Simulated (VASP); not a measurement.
# K (Pm-3m) in VASP: notebook

The runs below take K through single point, with PBEsol.

Program: VASP 6.6.1. These are calculated values, not measurements. Logs are shortened: lines on timing, memory, paths and dates and some standing lists are left out, and cuts for length are marked.

## 1. The cell of the first run

The structure is cubic, space group Pm-3m (No. 221). Conventional cell: a = 4.310 Å, b = 4.310 Å, c = 4.310 Å, α = 90.00°, β = 90.00°, γ = 90.00°. Within 5.7 Å of K (site symmetry m-3m) lie 6 K at 4.31 Å.

## 2. Single point, PBEsol

File INCAR:

```
SYSTEM = K
  PREC = Accurate
  ENCUT = 500
  EDIFF = 1E-6
  ISMEAR = -1
  SIGMA = 0.1
  LREAL = .False.
  LASPH = .True.
  NELM = 120
  ALGO = Normal
  ISIF = 2
  LWAVE = .False.
  LCHARG = .False.
  GGA = PS
  NBANDS = 10
  GGA_COMPAT = .False.
```

File KPOINTS:

```
regular mesh
0
Gamma
  2 2 2
  0 0 0
```

File POSCAR:

```
K
1.0
    4.3104394900      0.0000000000      0.0000000000
    0.0000000000      4.3104394900      0.0000000000
    0.0000000000      0.0000000000      4.3104394900
K
1
Direct
    0.0000000000      0.0000000000      0.0000000000
```

Potentials or basis: VASP PAW PBE potentials, release 64 (K_sv).

Command:

```
> cat potpaw_PBE.64/K_sv/POTCAR > POTCAR
> mpirun -np 1 vasp_std > vasp.out
```

OUTCAR:

```text
SYSTEM = K
   PREC = Accurate
   ENCUT = 500
   EDIFF = 1E-6
   ISMEAR = -1
   LREAL = .False.
   LASPH = .True.
   NELM = 120
   ISIF = 2
   GGA = PS

 ion  position               nearest neighbor table
   1  0.000  0.000  0.000-

  LATTYP: Found a simple cubic cell.
 ALAT       =     4.3104394900

  Lattice vectors:

 A1 = (   4.3104394900,   0.0000000000,   0.0000000000)
 A2 = (   0.0000000000,   4.3104394900,   0.0000000000)
 A3 = (   0.0000000000,   0.0000000000,   4.3104394900)

Analysis of symmetry for initial positions (statically):
=====================================================================
 Subroutine PRICEL returns:
 Original cell was already a primitive cell.

 Routine SETGRP: Setting up the symmetry group for a
 simple cubic supercell.

 Subroutine GETGRP returns: Found 48 space group operations
 (whereof 48 operations were pure point group operations)
 out of a pool of 48 trial point group operations.

The static configuration has the point symmetry O_h .

Analysis of symmetry for dynamics (positions and initial velocities):
=====================================================================
 Subroutine PRICEL returns:
 Original cell was already a primitive cell.

 Routine SETGRP: Setting up the symmetry group for a
 simple cubic supercell.

 Subroutine GETGRP returns: Found 48 space group operations
 (whereof 48 operations were pure point group operations)
 out of a pool of 48 trial point group operations.

The dynamic configuration has the point symmetry O_h .

 Subroutine INISYM returns: Found 48 space group operations
 (whereof 48 operations are pure point group operations),
 and found     1 'primitive' translations

----------------------------------------------------------------------------------------

                                     Primitive cell

  volume of cell :      80.0875

  direct lattice vectors                    reciprocal lattice vectors
     4.310439490  0.000000000  0.000000000     0.231994905  0.000000000  0.000000000
     0.000000000  4.310439490  0.000000000     0.000000000  0.231994905  0.000000000
     0.000000000  0.000000000  4.310439490     0.000000000  0.000000000  0.231994905

  length of vectors
[... 59 lines left out ...]
   EDIFF  = 0.1E-05   stopping-criterion for ELM
   LREAL  =      F    real-space projection
   EDIFFG = 0.1E-04   stopping-criterion for IOM
   NSW    =      0    number of steps for IOM
   IBRION =     -1    ionic relax: 0-MD 1-quasi-New 2-CG
   NFREE  =      0    steps in history (QN), initial steepest desc. (CG)
   ISIF   =      2    stress and relaxation
   ISYM   =      2    0-nonsym 1-usesym 2-fastsym
   POTIM  = 0.5000    time-step for ionic-motion
   TEBEG  =    0.0;   TEEND  =   0.0 temperature during run
   PSTRESS=    0.0 pullay stress
   NELECT =       9.0000    total number of electrons
   NUPDOWN=      -1.0000    fix difference up-down
   EMIN   =  10.00;   EMAX   =-10.00  energy-range for DOS
   EFERMI =   0.00;   METHOD = LEGACY
   ISMEAR =    -1;   SIGMA  =   0.10  broadening in eV -4-tet -1-fermi 0-gaus
   EFERMI_NEDOS =   21; number of points for ismear=-14 and -15
   IALGO  =     38    algorithm
   IMIX   =      4    mixing-type and parameters
     AMIX     =   0.40;   BMIX     =  1.00
     AMIX_MAG =   1.60;   BMIX_MAG =  1.00
  volume/ion in A,a.u.               =      80.09       540.46
  Fermi-wavevector in a.u.,A,eV,Ry     =   0.790013  1.492908  8.491671  0.624120
  Thomas-Fermi vector in A             =   1.895269
   LORBIT       =      0    0 simple, 1 ext, 2 COOP (PROOUT), +10 PAW based schemes
   GGA     = PS    functional components
   LHFCALC =     F    Hartree Fock is set to
   AEXX    =    0.0000 exact exchange contribution
   IVDW    =     0    specifies the selected vdW correction
   LEPSILON=     F    determine dielectric tensor
   LRPA    =     F    only Hartree local field effects (RPA)
 non-spin polarized calculation
  energy-cutoff  :      500.00
  volume of cell :       80.09
 maximum number of plane-waves:      2048
 NGX is ok and might be reduce to    32
   NGX = 15   NGY = 15   NGZ = 15

 number of electron       9.0000003 magnetization

 Free energy of the ion-electron system (eV)
  ---------------------------------------------------
  ext. energy  EPLUGINS =         0.00000000
  ---------------------------------------------------
  free energy    TOTEN  =        -0.83225140 eV

  energy without entropy =       -0.75231870  energy(sigma->0) =       -0.79228505

 E-fermi :  -0.2309     XC(G=0):  -5.4540

 val. band max:       -0.3547208509   @ k =   0.5000   0.0000   0.0000
 cond. band min:      -0.1070225201   @ k =   0.5000   0.0000   0.0000
 fundamental gap:      0.2476983308
 Fermi energy:        -0.2308761429

 k-point     1 :       0.0000    0.0000    0.0000
  band No.  band energies     occupation
      1     -32.3737      2.00000
      2     -15.8799      2.00000
      3     -15.8799      2.00000
      4     -15.8799      2.00000
      5      -2.3480      2.00000
      6       2.6007      0.00000
      7       2.6007      0.00000
      8       5.9438      0.00000
      9       5.9471      0.00000
     10       6.0179      0.00000
[... 27 lines left out ...]
 k-point     4 :       0.5000    0.5000    0.5000
  band No.  band energies     occupation
      1     -32.3611      2.00000
      2     -15.9455      2.00000
      3     -15.9455      2.00000
      4     -15.9455      2.00000
      5       2.0193      0.00000
      6       2.0193      0.00000
      7       2.0193      0.00000
      8       3.9406      0.00000
      9       3.9406      0.00000
     10       3.9406      0.00000

------------------------ aborting loop because EDIFF is reached ----------------------------------------

  FORCE on cell =-STRESS in cart. coord.  units (eV):
  Direction    XX          YY          ZZ          XY          YZ          ZX
  --------------------------------------------------------------------------------------
  -------------------------------------------------------------------------------------
  Total        0.1497133      0.1497133      0.1497133     -0.0000000      0.0000000     -0.0000000
  in kB        2.9950659      2.9950659      2.9950659     -0.0000000      0.0000000     -0.0000000
  external PRESSURE =       2.9950659 kB  Pullay stress =       0.0000000 kB

 VOLUME and BASIS-vectors are now :
 -----------------------------------------------------------------------------
  energy-cutoff  :      500.00
  volume of cell :       80.09
      direct lattice vectors                 reciprocal lattice vectors
     4.310439490  0.000000000  0.000000000     0.231994905  0.000000000  0.000000000
     0.000000000  4.310439490  0.000000000     0.000000000  0.231994905  0.000000000
     0.000000000  0.000000000  4.310439490     0.000000000  0.000000000  0.231994905

 POSITION                                       TOTAL-FORCE (eV/Angst)
 -----------------------------------------------------------------------------------
      0.00000      0.00000      0.00000         0.000000      0.000000      0.000000
 -----------------------------------------------------------------------------------
    total drift:                                0.000000     -0.000000      0.000000

  FREE ENERGIE OF THE ION-ELECTRON SYSTEM (eV)
  ---------------------------------------------------
  free  energy   TOTEN  =        -0.8322514009 eV

  energy  without entropy=       -0.7523187037  energy(sigma->0) =       -0.79228505
```

It took 2.2 s on 1 thread of Intel Xeon 6975P-C (Granite Rapids), shared host; peak memory 0.16 GiB.

What came out:

| Item | Value |
| --- | --- |
| Free energy | -0.8323 eV |
| Pressure | 0.3 GPa |

Levels at points of the mesh, in eV from the Fermi level:
```
           k point  band 2  band 3  band 4  band 5  band 6  band 7
(0.00, 0.00, 0.00)  -15.65  -15.65  -15.65   -2.12    2.83    2.83
(0.50, 0.00, 0.00)  -15.74  -15.64  -15.64   -0.12    0.12    3.44
(0.50, 0.50, 0.00)  -15.72  -15.72  -15.63    1.11    1.99    2.07
(0.50, 0.50, 0.50)  -15.71  -15.71  -15.71    2.25    2.25    2.25
```

Caveat: the k points lie up to 0.73 Å⁻¹ apart; the PAW data sets were made with another functional, which shifts forces and pressure a little.

## 3. Single point, PBEsol

File INCAR:

```
  PREC = Accurate
  ENCUT = 500
  EDIFF = 1E-6
  ISMEAR = -1
  SIGMA = 0.1
  LREAL = False
  LASPH = True
  NELM = 120
  ALGO = Normal
  ISIF = 2
  LWAVE = False
  LCHARG = True
  GGA = PS
  LELF = True
  LVHAR = True
  NBANDS = 10
  GGA_COMPAT = False
```

File KPOINTS:

```
Automatic mesh
0
Gamma
  3 3 3
```

POSCAR is that of step 2.

Potentials or basis: VASP PAW PBE potentials, release 64 (K_sv).

Command:

```
> cat potpaw_PBE.64/K_sv/POTCAR > POTCAR
> mpirun -np 1 vasp_std > vasp.out
```

Wall time 2.5 s (1 thread of Intel Xeon 6975P-C (Granite Rapids), shared host); peak memory 0.16 GiB.

The run converged. Its results:

| Property | Result |
| --- | --- |
| Free energy | -0.9994 eV |
| Pressure | -0.1 GPa |

Levels at points of the mesh, in eV from the Fermi level:
| k point | band 2 | band 3 | band 4 | band 5 | band 6 | band 7 | band 8 | band 9 |
| --- | --- | --- | --- | --- | --- | --- | --- | --- |
| (0.00, 0.00, 0.00) | -15.58 | -15.58 | -15.58 | -1.92 | 3.02 | 3.02 | 6.29 | 6.29 |

Caveat: the k points lie up to 0.49 Å⁻¹ apart; the PAW data sets were made with another functional, which shifts forces and pressure a little.

## 4. Single point, PBEsol

File INCAR:

```
PREC = Accurate
ENCUT = 500
EDIFF = 1E-6
ISMEAR = -1
SIGMA = 0.1
LREAL = F
LASPH = T
NELM = 120
ALGO = Normal
ISIF = 2
LWAVE = F
LCHARG = F
GGA = PS
NBANDS = 10
GGA_COMPAT = F
```

File KPOINTS:

```
regular mesh
0
Gamma
  4 4 4
```

POSCAR is that of step 3.

Potentials or basis: VASP PAW PBE potentials, release 64 (K_sv).

Command:

```
> cat potpaw_PBE.64/K_sv/POTCAR > POTCAR
> mpirun -np 1 vasp_std > vasp.out
```

OUTCAR:

```text
PREC = Accurate
   ENCUT = 500
   EDIFF = 1E-6
   ISMEAR = -1
   LREAL = F
   LASPH = T
   NELM = 120
   ISIF = 2
   GGA = PS

 ion  position               nearest neighbor table
   1  0.000  0.000  0.000-

  LATTYP: Found a simple cubic cell.
 ALAT       =     4.3104394900

  Lattice vectors:

 A1 = (   4.3104394900,   0.0000000000,   0.0000000000)
 A2 = (   0.0000000000,   4.3104394900,   0.0000000000)
 A3 = (   0.0000000000,   0.0000000000,   4.3104394900)

Analysis of symmetry for initial positions (statically):
=====================================================================
 Subroutine PRICEL returns:
 Original cell was already a primitive cell.

 Routine SETGRP: Setting up the symmetry group for a
 simple cubic supercell.

 Subroutine GETGRP returns: Found 48 space group operations
 (whereof 48 operations were pure point group operations)
 out of a pool of 48 trial point group operations.

The static configuration has the point symmetry O_h .

Analysis of symmetry for dynamics (positions and initial velocities):
=====================================================================
 Subroutine PRICEL returns:
 Original cell was already a primitive cell.

 Routine SETGRP: Setting up the symmetry group for a
 simple cubic supercell.

 Subroutine GETGRP returns: Found 48 space group operations
 (whereof 48 operations were pure point group operations)
 out of a pool of 48 trial point group operations.

The dynamic configuration has the point symmetry O_h .

 Subroutine INISYM returns: Found 48 space group operations
 (whereof 48 operations are pure point group operations),
 and found     1 'primitive' translations

----------------------------------------------------------------------------------------

                                     Primitive cell

  volume of cell :      80.0875

  direct lattice vectors                    reciprocal lattice vectors
[... 94 lines left out ...]
   LORBIT       =      0    0 simple, 1 ext, 2 COOP (PROOUT), +10 PAW based schemes
   GGA     = PS    functional components
   LHFCALC =     F    Hartree Fock is set to
   AEXX    =    0.0000 exact exchange contribution
   IVDW    =     0    specifies the selected vdW correction
   LEPSILON=     F    determine dielectric tensor
   LRPA    =     F    only Hartree local field effects (RPA)
 non-spin polarized calculation
  energy-cutoff  :      500.00
  volume of cell :       80.09
 maximum number of plane-waves:      2048
 NGX is ok and might be reduce to    32
   NGX = 15   NGY = 15   NGZ = 15

 number of electron       9.0000003 magnetization

 Free energy of the ion-electron system (eV)
  ---------------------------------------------------
  ext. energy  EPLUGINS =         0.00000000
  ---------------------------------------------------
  free energy    TOTEN  =        -1.04386462 eV

  energy without entropy =       -1.02361432  energy(sigma->0) =       -1.03373947

 E-fermi :  -0.1295     XC(G=0):  -5.4823

 val. band max:       -0.1322577214   @ k =   0.5000   0.0000   0.0000
 cond. band min:       0.1930109373   @ k =   0.5000   0.2500   0.0000
 fundamental gap:      0.3252686587
 Fermi energy:        -0.1294921562

 k-point     1 :       0.0000    0.0000    0.0000
  band No.  band energies     occupation
      1     -32.5187      2.00000
      2     -16.0201      2.00000
      3     -16.0201      2.00000
      4     -16.0201      2.00000
      5      -2.3652      2.00000
      6       2.5704      0.00000
      7       2.5704      0.00000
      8       5.8460      0.00000
      9       5.8461      0.00000
     10       5.8509      0.00000
[... 105 lines left out ...]
 k-point    10 :       0.5000    0.5000    0.5000
  band No.  band energies     occupation
      1     -32.5064      2.00000
      2     -16.0843      2.00000
      3     -16.0843      2.00000
      4     -16.0843      2.00000
      5       1.9813      0.00000
      6       1.9813      0.00000
      7       1.9813      0.00000
      8       3.9377      0.00000
      9       3.9377      0.00000
     10       3.9426      0.00000

------------------------ aborting loop because EDIFF is reached ----------------------------------------

  FORCE on cell =-STRESS in cart. coord.  units (eV):
  Direction    XX          YY          ZZ          XY          YZ          ZX
  --------------------------------------------------------------------------------------
  -------------------------------------------------------------------------------------
  Total       -0.0765376     -0.0765376     -0.0765376      0.0000000      0.0000000     -0.0000000
  in kB       -1.5311613     -1.5311613     -1.5311613      0.0000000      0.0000000     -0.0000000
  external PRESSURE =      -1.5311613 kB  Pullay stress =       0.0000000 kB

 VOLUME and BASIS-vectors are now :
 -----------------------------------------------------------------------------
  energy-cutoff  :      500.00
  volume of cell :       80.09
      direct lattice vectors                 reciprocal lattice vectors
     4.310439490  0.000000000  0.000000000     0.231994905  0.000000000  0.000000000
     0.000000000  4.310439490  0.000000000     0.000000000  0.231994905  0.000000000
     0.000000000  0.000000000  4.310439490     0.000000000  0.000000000  0.231994905

 POSITION                                       TOTAL-FORCE (eV/Angst)
 -----------------------------------------------------------------------------------
      0.00000      0.00000      0.00000         0.000000      0.000000      0.000000
 -----------------------------------------------------------------------------------
    total drift:                                0.000000      0.000000      0.000000

  FREE ENERGIE OF THE ION-ELECTRON SYSTEM (eV)
  ---------------------------------------------------
  free  energy   TOTEN  =        -1.0438646211 eV

  energy  without entropy=       -1.0236143241  energy(sigma->0) =       -1.03373947
```

OSZICAR:

```text
N       E                     dE             d eps       ncg     rms          rms(c)
DAV:   1     0.480499671951E+02    0.48050E+02   -0.35800E+03   200   0.658E+02
DAV:   2     0.726881996522E+00   -0.47323E+02   -0.46843E+02   214   0.193E+02
DAV:   3    -0.958286075005E+00   -0.16852E+01   -0.16794E+01   312   0.294E+01
DAV:   4    -0.104723267960E+01   -0.88947E-01   -0.88690E-01   288   0.482E+00
DAV:   5    -0.104811049276E+01   -0.87781E-03   -0.87769E-03   294   0.376E-01    0.167E+00
DAV:   6    -0.104524354937E+01    0.28669E-02   -0.37251E-03   274   0.424E-01    0.111E+00
DAV:   7    -0.104386102789E+01    0.13825E-02   -0.76630E-03   258   0.530E-01    0.102E-01
DAV:   8    -0.104386493287E+01   -0.39050E-05   -0.86544E-04   274   0.287E-01    0.343E-02
DAV:   9    -0.104386552638E+01   -0.59351E-06   -0.31904E-05   288   0.420E-02    0.962E-03
DAV:  10    -0.104386462113E+01    0.90525E-06   -0.34325E-06   296   0.132E-02
   1 F= -.10438646E+01 E0= -.10337395E+01  d E =-.202503E-01
```

Run time: 2.9 s. Hardware: 1 thread of Intel Xeon 6975P-C (Granite Rapids), shared host; peak memory 0.17 GiB.

Results:

```
Free energy : -1.0439 eV
Pressure    : -0.2 GPa
```

Caveat: the k points lie up to 0.36 Å⁻¹ apart; the PAW data sets were made with another functional, which shifts forces and pressure a little.

## 5. Single point, PBEsol

File INCAR:

```
SYSTEM = K
PREC     = Accurate       ! precision mode
ENCUT    = 500            ! plane-wave cutoff, eV
EDIFF    = 1E-6           ! SCF threshold, eV
ISMEAR   = -1             ! smearing method
SIGMA    = 0.1            ! smearing width, eV
LREAL    = .FALSE.        ! projectors in reciprocal space
LASPH    = .TRUE.         ! aspherical terms in the spheres
NELM     = 120            ! most SCF steps
ALGO     = Normal         ! electronic algorithm
ISIF     = 2              ! what is computed and relaxed
LWAVE    = .FALSE.        ! write WAVECAR
LCHARG   = .FALSE.        ! write CHGCAR
GGA      = PS             ! functional
NBANDS   = 10             ! bands
GGA_COMPAT= .FALSE.
```

File KPOINTS:

```
Automatic mesh
0
G
  5 5 5
  0 0 0
```

POSCAR is that of step 4.

Command:

```
> cat potpaw_PBE.64/K_sv/POTCAR > POTCAR
> mpirun -np 1 vasp_std > vasp.out
```

It took 3.1 s on 1 thread of Intel Xeon 6975P-C (Granite Rapids), shared host; peak memory 0.17 GiB.

It converged, with:

```
Free energy : -1.0291 eV
Pressure    : -0.1 GPa
```

Levels at points of the mesh, in eV from the Fermi level:
| k point | band 3 | band 4 | band 5 | band 6 | band 7 | band 8 |
| --- | --- | --- | --- | --- | --- | --- |
| (0.00, 0.00, 0.00) | -15.62 | -15.62 | -1.96 | 2.97 | 2.97 | 6.25 |

Caveat: the PAW data sets were made with another functional, which shifts forces and pressure a little.

## 6. Single point, PBEsol

File INCAR:

```
PREC = Accurate
ENCUT = 500
EDIFF = 1E-6
ISMEAR = -1
SIGMA = 0.1
LREAL = False
LASPH = True
NELM = 120
ALGO = Normal
ISIF = 2
LWAVE = False
LCHARG = True
GGA = PS
LELF = True
LVHAR = True
NBANDS = 10
GGA_COMPAT = False
```

File KPOINTS:

```
regular mesh
0
Gamma
  7 7 7
```

POSCAR is that of step 5.

Potentials or basis: VASP PAW PBE potentials, release 64 (K_sv).

Command:

```
> cat potpaw_PBE.64/K_sv/POTCAR > POTCAR
> mpirun -np 1 vasp_std > vasp.out
```

It took 5 s on 1 thread of Intel Xeon 6975P-C (Granite Rapids), shared host; peak memory 0.17 GiB.

Results (log left out):

```
Free energy : -1.0375 eV
Pressure    : -0.1 GPa
```

Levels at points of the mesh, in eV from the Fermi level:
```
           k point  band 1  band 2  band 3  band 4  band 5  band 6  band 7  band 8  band 9  band 10
(0.00, 0.00, 0.00)  -32.19  -15.69  -15.69  -15.69   -2.04    2.90    2.90    6.17    6.17     6.18
```

Caveat: the PAW data sets were made with another functional, which shifts forces and pressure a little.

## 7. Overview

| k mesh | gap on the mesh (eV) | pressure (GPa) |
| --- | --- | --- |
| 2 × 2 × 2 | none | 0.3 |
| 3 × 3 × 3 | none | -0.1 |
| 4 × 4 × 4 | none | -0.2 |
| 5 × 5 × 5 | none | -0.1 |
| 7 × 7 × 7 | none | -0.1 |

Alike in all rows: task single point; level PBEsol; potentials or basis VASP PAW PBE potentials, release 64 (K_sv); no spin polarisation; cell as given; cutoff (eV) 500; smearing fermi-dirac 0.1 eV.

Caveats: some runs use coarse meshes; the PAW data sets were made with another functional, which shifts forces and pressure a little.

Absolute energies hang on the potentials; compare differences alone.
